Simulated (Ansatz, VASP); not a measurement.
# Re in VASP and in Ansatz

The input POSCAR:

```
Re
1.0
    2.7598270443      0.0000000000      0.0000000000
   -1.3799135221      2.3900803304      0.0000000000
    0.0000000000      0.0000000000      4.4572270891
Re
2
Direct
    0.3333333333      0.6666666667      0.2500000000
    0.6666666667      0.3333333333      0.7500000000
```

File INCAR.step1:

```
ALGO = Normal
EDIFF = 1E-4
ENCUT = 520
GGA = PE
ISMEAR = 0
LASPH = T
LCHARG = F
LREAL = F
LWAVE = T
NBANDS = 14
NELM = 100
PREC = Accurate
SIGMA = 0.1
```

Contents of INCAR.step2:

```
ALGO = Normal
EDIFF = 1E-7
ENCUT = 520
ISIF = 2
ISMEAR = 0
ISTART = 1
LASPH = T
LCHARG = F
LMIXTAU = T
LREAL = F
LWAVE = F
METAGGA = R2SCAN
NBANDS = 14
NELM = 100
PREC = Accurate
SIGMA = 0.1
```

File KPOINTS:

```
k-points
0
Gamma
  13 13 7
```

Input for Ansatz:

```yaml
crystal:
  lattice:
    - [2.7598270443, 0.0, 0.0]
    - [-1.3799135221, 2.3900803304, 0.0]
    - [0.0, 0.0, 4.4572270891]
  atoms:
    - { symbol: Re, position: [0.3333333333, 0.6666666667, 0.25] }
    - { symbol: Re, position: [0.6666666667, 0.3333333333, 0.75] }
hamiltonian:
  xc: r2scan
  pseudopotentials:
    kind: paw
    azcp:
      Re: "pseudopotentials/Re.paw.azcp"
basis:
  ecutwfc: 500
  fft_grid_basis: typed
kpoints:
  mp_grid: { grid: [13, 13, 7], shift: [0, 0, 0] }
magnetization:
  spin_polarized: false
scf:
  occupations: { method: gaussian, width: 0.1 }
  lower_state_search: "off"
output:
  stress: true
```

Alike in both runs: task single point; functional r2SCAN; k mesh 13 × 13 × 7; occupations gaussian, width 0.1 eV; no spin polarisation.

```csv
,VASP,Ansatz
version,VASP 6.6.1,Ansatz 0.2.0
potentials or method,"VASP PAW PBE potentials, release 64 (Re), cutoff 520 eV","plane waves (500 eV) with PAW, scalar-relativistic"
valence electrons in the cell,14,30
```

|  | VASP | Ansatz | Ansatz less VASP |
| --- | --- | --- | --- |
| pressure (GPa) | -0.2 | -0.2 | -0.07 |
| traceless stress, the component that is largest in VASP (GPa) | -0.11 | -0.03 | +0.077 |

VASP's potentials were made for PBE, not for r2SCAN. VASP's potentials hold 14 valence electrons a cell and Ansatz's 30, so a difference there can come from the potentials and not from the codes.

Spin-orbit coupling is off throughout.
